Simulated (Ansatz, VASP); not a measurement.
**C: VASP beside Ansatz**

```xyz
2
Lattice="0.0000 1.7612 1.7612 1.7612 0.0000 1.7612 1.7612 1.7612 0.0000" Properties=species:S:1:pos:R:3 pbc="T T T"
C     1.7612    1.7612    1.7612
C     2.6418    2.6418    2.6418
```

Alike in both runs: task single point; functional PBEsol; k mesh 12 × 12 × 12; occupations gaussian, width 0.02 eV; no spin polarisation.

|  | VASP | Ansatz |
| --- | --- | --- |
| version | VASP 6.6.1 | Ansatz 0.2.0 |
| potentials or method | VASP PAW PBE potentials, release 64 (C), cutoff 520 eV | scalar-relativistic, plane waves, PAW |
| valence electrons in the cell | 8 | 8 |

```tsv
	VASP	Ansatz	Ansatz less VASP
gap on the k mesh at the Fermi level (eV)	4.12	4.13	+0.003
least direct gap on the mesh (eV)	5.64	5.64	+0.002
pressure (GPa)	13.8	12.6	-1.24
```

VASP's potentials were made for PBE, not for PBEsol. With one functional, cell and mesh, what is left measures potentials, basis and numerics.
